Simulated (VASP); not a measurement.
# Eu3Si (Pm-3m) in VASP: single point with PBE+U

Aim: the single point of Eu3Si with PBE+U.

Program: VASP 6.6.1. These are calculated values, not measurements. Logs are shortened: lines on timing, memory, paths and dates and some standing lists are left out, and cuts for length are marked.

**1. The cell of the first run**

Symmetry: Pm-3m, No. 221, cubic system. The conventional cell has a = 4.838 Å, b = 4.838 Å, c = 4.838 Å, α = 90.00°, β = 90.00°, γ = 90.00°. Within 4.5 Å of Eu (site symmetry 4/mmm) lie 8 Eu at 3.42 Å and 4 Si at 3.42 Å. Within 4.5 Å of Si (site symmetry m-3m) lie 12 Eu at 3.42 Å.

**2. Single point, PBE+U, collinear spin, ferromagnetic start**

INCAR reads:

```
SYSTEM = Eu3Si
  PREC = Accurate
  ENCUT = 520
  EDIFF = 1E-6
  ISMEAR = 0
  SIGMA = 0.05
  LREAL = .False.
  LASPH = .True.
  NELM = 150
  ALGO = Normal
  ISIF = 2
  LWAVE = .False.
  LCHARG = .False.
  ISPIN = 2
  MAGMOM = 7 7 7 0
  LORBIT = 11
  LMAXMIX = 6
  LDAU = .True.
  LDAUTYPE = 2
  LDAUL = 3 -1
  LDAUU = 6 0
  LDAUJ = 0 0
  LDAUPRINT = 1
  GGA = PE
  NBANDS = 40
```

KPOINTS reads:

```
regular mesh
0
Gamma
  8 8 8
  0 0 0
```

POSCAR reads:

```
Eu3Si
1.0
    4.8379082843      0.0000000000      0.0000000000
    0.0000000000      4.8379082843      0.0000000000
    0.0000000000      0.0000000000      4.8379082843
Eu Si
3 1
Direct
    0.0000000000      0.5000000000      0.5000000000
    0.5000000000      0.5000000000      0.0000000000
    0.5000000000      0.0000000000      0.5000000000
    0.0000000000      0.0000000000      0.0000000000
```

Potentials or basis: VASP PAW PBE potentials, release 64 (Eu, Si).

Run with:

```console
$ cat potpaw_PBE.64/Eu/POTCAR potpaw_PBE.64/Si/POTCAR > POTCAR
$ mpirun -np 1 vasp_std > vasp.out
```

OUTCAR:

```text
SYSTEM = Eu3Si
   PREC = Accurate
   ENCUT = 520
   EDIFF = 1E-6
   ISMEAR = 0
   LREAL = .False.
   LASPH = .True.
   NELM = 150
   ISIF = 2
   ISPIN = 2
   LORBIT = 11
   GGA = PE

 ion  position               nearest neighbor table
   1  0.000  0.500  0.500-   2 3.42   3 3.42   2 3.42   3 3.42   2 3.42   3 3.42   2 3.42   3 3.42

   2  0.500  0.500  0.000-   1 3.42   3 3.42   1 3.42   3 3.42   3 3.42   3 3.42   1 3.42   1 3.42

   3  0.500  0.000  0.500-   1 3.42   2 3.42   2 3.42   1 3.42   2 3.42   2 3.42   1 3.42   1 3.42

   4  0.000  0.000  0.000-

  LATTYP: Found a simple cubic cell.
 ALAT       =     4.8379082843

  Lattice vectors:

 A1 = (   4.8379082843,   0.0000000000,   0.0000000000)
 A2 = (   0.0000000000,   4.8379082843,   0.0000000000)
 A3 = (   0.0000000000,   0.0000000000,   4.8379082843)

Analysis of symmetry for initial positions (statically):
=====================================================================
 Subroutine PRICEL returns:
 Original cell was already a primitive cell.

 Routine SETGRP: Setting up the symmetry group for a
 simple cubic supercell.

 Subroutine GETGRP returns: Found 48 space group operations
 (whereof 48 operations were pure point group operations)
 out of a pool of 48 trial point group operations.

The static configuration has the point symmetry O_h .

Analysis of symmetry for dynamics (positions and initial velocities):
=====================================================================
 Subroutine PRICEL returns:
 Original cell was already a primitive cell.

 Routine SETGRP: Setting up the symmetry group for a
 simple cubic supercell.

 Subroutine GETGRP returns: Found 48 space group operations
 (whereof 48 operations were pure point group operations)
 out of a pool of 48 trial point group operations.

The dynamic configuration has the point symmetry O_h .

Analysis of structural, dynamic, and magnetic symmetry:
=====================================================================
 Subroutine PRICEL returns:
 Original cell was already a primitive cell.

 Routine SETGRP: Setting up the symmetry group for a
 simple cubic supercell.

 Subroutine GETGRP returns: Found 48 space group operations
 (whereof 48 operations were pure point group operations)
 out of a pool of 48 trial point group operations.

The overall configuration has the point symmetry O_h .

 Subroutine INISYM returns: Found 48 space group operations
 (whereof 48 operations are pure point group operations),
 and found     1 'primitive' translations

----------------------------------------------------------------------------------------

                                     Primitive cell

  volume of cell :     113.2330

[... 110 lines left out ...]
   IMIX   =      4    mixing-type and parameters
     AMIX     =   0.40;   BMIX     =  1.00
     AMIX_MAG =   1.60;   BMIX_MAG =  1.00
  volume/ion in A,a.u.               =      28.31       191.03
  Fermi-wavevector in a.u.,A,eV,Ry     =   1.286880  2.431851 22.532071  1.656060
  Thomas-Fermi vector in A             =   2.418928
   LORBIT       =     11    0 simple, 1 ext, 2 COOP (PROOUT), +10 PAW based schemes
 LDA+U is selected, type is set to LDAUTYPE =  2
   angular momentum for each species LDAUL =     3   -1
   U (eV)           for each species LDAUU =   6.0  0.0
   J (eV)           for each species LDAUJ =   0.0  0.0
   GGA     = PE    functional components
   LHFCALC =     F    Hartree Fock is set to
   AEXX    =    0.0000 exact exchange contribution
   IVDW    =     0    specifies the selected vdW correction
   LEPSILON=     F    determine dielectric tensor
   LRPA    =     F    only Hartree local field effects (RPA)
 spin polarized calculation
 Gauss-broadening in eV      SIGMA  =   0.05
  energy-cutoff  :      520.00
  volume of cell :      113.23
 maximum number of plane-waves:      3112
 NGX is ok and might be reduce to    36
   NGX = 17   NGY = 17   NGZ = 17

atom =   1  type =  1  l = 3

 onsite density matrix

spin component  1
[... 103 lines left out ...]
  o =  0.0002  v =  0.0000  0.0000  0.0000  0.0000  0.0000  0.0000  0.0000  0.6124  0.0000 -0.7906  0.0000  0.0000  0.0000 -0.0000      0.0000  0.0000  0.0000  0.0000  0.0000  0.0000  0.0000  0.0000  0.0000  0.0000  0.0000  0.0000  0.0000  0.0000
  o =  0.0004  v =  0.0000  0.0000  0.0000  0.0000  0.0000  0.0000  0.0000  0.0000  0.0000 -0.0000  0.0009 -0.1894  0.0005  0.9819      0.0000  0.0000  0.0000  0.0000  0.0000  0.0000  0.0000  0.0000  0.0000  0.0000  0.0000  0.0000  0.0000  0.0000
  o =  0.0004  v =  0.0000  0.0000  0.0000  0.0000  0.0000  0.0000  0.0000 -0.0000 -0.0000  0.0000  0.8923  0.0002  0.4515 -0.0010      0.0000  0.0000  0.0000  0.0000  0.0000  0.0000  0.0000  0.0000  0.0000  0.0000  0.0000  0.0000  0.0000  0.0000
  o =  0.0006  v =  0.0000  0.0000  0.0000  0.0000  0.0000  0.0000  0.0000 -0.0000  1.0000 -0.0000  0.0000 -0.0000 -0.0000 -0.0000      0.0000  0.0000  0.0000  0.0000  0.0000  0.0000  0.0000  0.0000  0.0000  0.0000  0.0000  0.0000  0.0000  0.0000
  o =  0.0007  v =  0.0000  0.0000  0.0000  0.0000  0.0000  0.0000  0.0000  0.7906  0.0000  0.6124  0.0000  0.0000 -0.0000  0.0000      0.0000  0.0000  0.0000  0.0000  0.0000  0.0000  0.0000  0.0000  0.0000  0.0000  0.0000  0.0000  0.0000  0.0000
  o =  0.0009  v =  0.0000  0.0000  0.0000  0.0000  0.0000  0.0000  0.0000 -0.0000  0.0000 -0.0000  0.0023  0.9819 -0.0046  0.1894      0.0000  0.0000  0.0000  0.0000  0.0000  0.0000  0.0000  0.0000  0.0000  0.0000  0.0000  0.0000  0.0000  0.0000
  o =  0.0009  v =  0.0000  0.0000  0.0000  0.0000  0.0000  0.0000  0.0000  0.0000  0.0000  0.0000 -0.4515  0.0050  0.8922  0.0010      0.0000  0.0000  0.0000  0.0000  0.0000  0.0000  0.0000  0.0000  0.0000  0.0000  0.0000  0.0000  0.0000  0.0000
  o =  0.9642  v = -0.0000  1.0000  0.0000  0.0000  0.0000  0.0000 -0.0000  0.0000  0.0000  0.0000  0.0000  0.0000  0.0000  0.0000      0.0000  0.0000  0.0000  0.0000  0.0000  0.0000  0.0000  0.0000  0.0000  0.0000  0.0000  0.0000  0.0000  0.0000
  o =  0.9670  v =  0.0000  0.0000 -0.0000 -0.8042 -0.0001 -0.5943  0.0062  0.0000  0.0000  0.0000  0.0000  0.0000  0.0000  0.0000      0.0000  0.0000  0.0000  0.0000  0.0000  0.0000  0.0000  0.0000  0.0000  0.0000  0.0000  0.0000  0.0000  0.0000
  o =  0.9670  v =  0.0000  0.0000 -0.0000  0.0050 -0.0227  0.0037  0.9997  0.0000  0.0000  0.0000  0.0000  0.0000  0.0000  0.0000      0.0000  0.0000  0.0000  0.0000  0.0000  0.0000  0.0000  0.0000  0.0000  0.0000  0.0000  0.0000  0.0000  0.0000
  o =  0.9722  v = -0.6124 -0.0000  0.7906 -0.0000 -0.0000  0.0000  0.0000  0.0000  0.0000  0.0000  0.0000  0.0000  0.0000  0.0000      0.0000  0.0000  0.0000  0.0000  0.0000  0.0000  0.0000  0.0000  0.0000  0.0000  0.0000  0.0000  0.0000  0.0000
  o =  0.9727  v = -0.0000 -0.0000  0.0000  0.5943 -0.0054 -0.8042 -0.0001  0.0000  0.0000  0.0000  0.0000  0.0000  0.0000  0.0000      0.0000  0.0000  0.0000  0.0000  0.0000  0.0000  0.0000  0.0000  0.0000  0.0000  0.0000  0.0000  0.0000  0.0000
  o =  0.9727  v =  0.0000 -0.0000  0.0000  0.0032  0.9997 -0.0044  0.0227  0.0000  0.0000  0.0000  0.0000  0.0000  0.0000  0.0000      0.0000  0.0000  0.0000  0.0000  0.0000  0.0000  0.0000  0.0000  0.0000  0.0000  0.0000  0.0000  0.0000  0.0000
  o =  0.9733  v = -0.7906  0.0000 -0.6124 -0.0000  0.0000  0.0000  0.0000  0.0000  0.0000  0.0000  0.0000  0.0000  0.0000  0.0000      0.0000  0.0000  0.0000  0.0000  0.0000  0.0000  0.0000  0.0000  0.0000  0.0000  0.0000  0.0000  0.0000  0.0000

 number of electron      54.9999992 magnetization      21.8622916

 Free energy of the ion-electron system (eV)
  ---------------------------------------------------
  ext. energy  EPLUGINS =         0.00000000
  ---------------------------------------------------
  free energy    TOTEN  =       -38.11476622 eV

  energy without entropy =      -38.11316071  energy(sigma->0) =      -38.11396347

 E-fermi :   3.6773     XC(G=0):  -9.9922

 val. band max:        3.6331646417   @ k =   0.2500   0.1250   0.1250
 cond. band min:       3.6943119149   @ k =   0.2500   0.2500   0.0000
 fundamental gap:      0.0611472732
 Fermi energy:         3.6772775758

 spin component 1

 k-point     1 :       0.0000    0.0000    0.0000
  band No.  band energies     occupation
      1     -37.0249      1.00000
      2     -36.8431      1.00000
      3     -36.8431      1.00000
      4     -16.4714      1.00000
      5     -16.4714      1.00000
      6     -16.4714      1.00000
[... 2009 lines left out ...]
     38      12.0747      0.00000
     39      12.1193      0.00000

 [... further k-points ...]

 [bands above 39 left out]

------------------------ aborting loop because EDIFF is reached ----------------------------------------

  FORCE on cell =-STRESS in cart. coord.  units (eV):
  Direction    XX          YY          ZZ          XY          YZ          ZX
  --------------------------------------------------------------------------------------
  -------------------------------------------------------------------------------------
  Total        2.0736514      2.0736514      2.0736514     -0.0000000     -0.0000000      0.0000000
  in kB       29.3409005     29.3409005     29.3409005     -0.0000000     -0.0000000      0.0000000
  external PRESSURE =      29.3409005 kB  Pullay stress =       0.0000000 kB

 VOLUME and BASIS-vectors are now :
 -----------------------------------------------------------------------------
  energy-cutoff  :      520.00
  volume of cell :      113.23
      direct lattice vectors                 reciprocal lattice vectors
     4.837908284  0.000000000  0.000000000     0.206700901  0.000000000  0.000000000
     0.000000000  4.837908284  0.000000000     0.000000000  0.206700901  0.000000000
     0.000000000  0.000000000  4.837908284     0.000000000  0.000000000  0.206700901

 POSITION                                       TOTAL-FORCE (eV/Angst)
 -----------------------------------------------------------------------------------
      0.00000      2.41895      2.41895         0.000000      0.000000      0.000000
      2.41895      2.41895      0.00000         0.000000      0.000000      0.000000
      2.41895      0.00000      2.41895         0.000000      0.000000      0.000000
      0.00000      0.00000      0.00000         0.000000      0.000000      0.000000
 -----------------------------------------------------------------------------------
    total drift:                                0.000000      0.000000      0.000000

  FREE ENERGIE OF THE ION-ELECTRON SYSTEM (eV)
  ---------------------------------------------------
  free  energy   TOTEN  =       -38.1147662192 eV

  energy  without entropy=      -38.1131607121  energy(sigma->0) =      -38.11396347

 total charge

# of ion       s       p       d       f       tot
--------------------------------------------------
    1        2.070   5.738   0.372   6.785  14.966
    2        2.070   5.738   0.372   6.785  14.966
    3        2.070   5.738   0.372   6.785  14.966
    4        0.763   0.822   0.000   0.000   1.585
--------------------------------------------------
tot          6.973  18.037   1.115  20.356  46.481

 magnetization (x)

# of ion       s       p       d       f       tot
--------------------------------------------------
    1        0.005  -0.101   0.146   6.777   6.828
    2        0.005  -0.101   0.146   6.777   6.828
    3        0.005  -0.101   0.146   6.777   6.828
    4       -0.018  -0.083   0.000   0.000  -0.101
--------------------------------------------------
tot         -0.003  -0.387   0.439  20.332  20.382
```

It took 7.5 min on 1 thread of Intel Xeon 8259CL, shared host; peak memory 0.42 GiB.

What came out:

```yaml
Free_energy: -38.1148 eV
Pressure: 2.9 GPa
Net_moment: 21.86 μB per cell
Site_moments: Eu +6.83; Si -0.10 μB
Valence_electrons_inside_the_program's_atomic_spheres: Eu 14.97; Si 1.58
```

Levels at points of the mesh, in eV from the Fermi level:
Spin up:
```csv
k point,band 35,band 36,band 37,band 38,band 39,band 40
"(0.00, 0.00, 0.00)",-1.55,-0.85,-0.85,-0.47,-0.47,-0.47
"(0.50, 0.00, 0.00)",-1.56,-1.23,-0.91,-0.91,0.23,0.91
"(0.50, 0.50, 0.00)",-1.58,-1.55,-1.17,-0.28,0.66,0.66
"(0.50, 0.50, 0.50)",-1.41,-1.41,-1.41,-0.57,-0.57,-0.57
```
Spin down:
```tsv
k point	band 15	band 16	band 17	band 18	band 19	band 20
(0.00, 0.00, 0.00)	-0.09	-0.09	0.21	0.21	0.21	0.60
(0.50, 0.00, 0.00)	-0.82	-0.82	-0.50	1.29	1.62	2.84
(0.50, 0.50, 0.00)	-1.85	-1.35	0.88	1.59	1.59	2.18
(0.50, 0.50, 0.50)	-0.54	-0.54	-0.29	-0.29	-0.29	3.38
```

Eigenvalues of the final occupation matrices:
| site | spin | trace | eigenvalues |
| --- | --- | --- | --- |
| site 1 f | 1 | 6.79 | 0.96 0.97 0.97 0.97 0.97 0.97 0.97 |
| site 1 f | 2 | 0.00 | 0.00 0.00 0.00 0.00 0.00 0.00 0.00 |
| site 2 f | 1 | 6.79 | 0.96 0.97 0.97 0.97 0.97 0.97 0.97 |
| site 2 f | 2 | 0.00 | 0.00 0.00 0.00 0.00 0.00 0.00 0.00 |
| site 3 f | 1 | 6.79 | 0.96 0.97 0.97 0.97 0.97 0.97 0.97 |
| site 3 f | 2 | 0.00 | 0.00 0.00 0.00 0.00 0.00 0.00 0.00 |

Caveat: the highest band is partly filled, so the run has too few bands; spin-orbit coupling is left out, which moves the levels of the heavy elements. The state reached can hang on the start; a lower one may exist.
